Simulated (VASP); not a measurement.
Set up this calculation in VASP 6.6.1, as the native input.

```
Task                   : single point
Functional             : PBE
Potentials or basis    : VASP PAW PBE potentials, release 64 (Sc_sv, Zn, C, N)
Cutoff                 : 520 eV
k mesh                 : 4 × 4 × 4
Occupations            : gaussian, width 0.1 eV
Spin                   : collinear spin, ferromagnetic start
Starting moments       : [0.0, 0.0, 1.0, 1.0, 1.0, 1.0, 1.0, 1.0, 1.0, 1.0] μB
Dipole correction      : no
Further INCAR settings : ALGO = Normal; EDIFF = 1e-06; NBANDS = 44
```

The structure of ScZnC4N4 lies in POSCAR:

```
ScZnC4N4
1.0
    6.0038654500      0.0000000000      0.0000000000
    0.0000000000      6.0038654500      0.0000000000
    0.0000000000      0.0000000000      6.0038654500
Sc Zn C N
1 1 4 4
Direct
    0.0000000000      0.0000000000      0.0000000000
    0.5000000000      0.5000000000      0.5000000000
    0.1944417700      0.1944417700      0.1944417700
    0.1944417700      0.8055582300      0.8055582300
    0.8055582300      0.1944417700      0.8055582300
    0.8055582300      0.8055582300      0.1944417700
    0.3069525900      0.3069525900      0.3069525900
    0.3069525900      0.6930474100      0.6930474100
    0.6930474100      0.3069525900      0.6930474100
    0.6930474100      0.6930474100      0.3069525900
```

These files were run (other wordings do the same):

INCAR

```
SYSTEM = ScZnC4N4
  PREC = Accurate
  ENCUT = 520
  EDIFF = 1E-6
  ISMEAR = 0
  SIGMA = 0.1
  LREAL = .False.
  LASPH = .True.
  NELM = 150
  ALGO = Normal
  ISIF = 2
  LWAVE = .False.
  LCHARG = .False.
  ISPIN = 2
  MAGMOM = 0 0 1 1 1 1 1 1 1 1
  LORBIT = 11
  LMAXMIX = 4
  GGA = PE
  NBANDS = 44
```

KPOINTS

```
Automatic mesh
0
Gamma
  4 4 4
  0 0 0
```

Potentials or basis: VASP PAW PBE potentials, release 64 (Sc_sv, Zn, C, N).

Command:

```bash
$ cat potpaw_PBE.64/Sc_sv/POTCAR potpaw_PBE.64/Zn/POTCAR potpaw_PBE.64/C/POTCAR potpaw_PBE.64/N/POTCAR > POTCAR
$ mpirun -np 1 vasp_std > vasp.out
```

Results of the run:

The pressure is 6.8 GPa and the largest force is 2.589 eV/Å. The band gap on the k mesh is zero (filled and empty bands overlap) and the net moment is 1.00 μB per cell. The site moments are Sc +0.41; Zn +0.01; C +0.01; N +0.05 μB. The valence electrons inside the program's atomic spheres are Sc 10.05; Zn 10.77; C 2.64; N 3.88.

Caveat: the cell stands under pressure; forces of over 1 eV/Å act on the atoms, so gaps and moduli don't describe the material at rest.

It took 3.4 min on 1 thread of Oxide Virtual Turin-like Processor, with other jobs on the host, peak memory 0.46 GiB.
